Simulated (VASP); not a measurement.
SiC (Moissanite 3C):

```
Si C
1.0
     0.00000    2.17900    2.17900
     2.17900    0.00000    2.17900
     2.17900    2.17900    0.00000
Si C
1 1
Cartesian
  0.0000 0.0000 0.0000
  1.0895 1.0895 1.0895
```

Base run:

| Property | Result |
| --- | --- |
| Program | VASP 6.6.1 |
| Functional | PBE |
| Potentials or basis | VASP PAW PBE potentials, release 64 (Si, C) |
| Cutoff | 520 eV |
| k mesh | 9 × 9 × 9 |
| Occupations | gaussian, width 0.01 eV |
| Spin | no spin polarisation |

Its results: band gap on the k mesh 1.50 eV, indirect (least direct gap 4.62 eV); pressure 3.2 GPa.

Q: The run is repeated on the same cell with these changes: k mesh from 9 × 9 × 9 to 3 × 3 × 3. What comes out?

A: Band gap on the k mesh 2.50 eV, indirect (least direct gap 5.15 eV); pressure 4.8 GPa.

Caveats: some runs use coarse meshes.

A k mesh can miss the band edges.
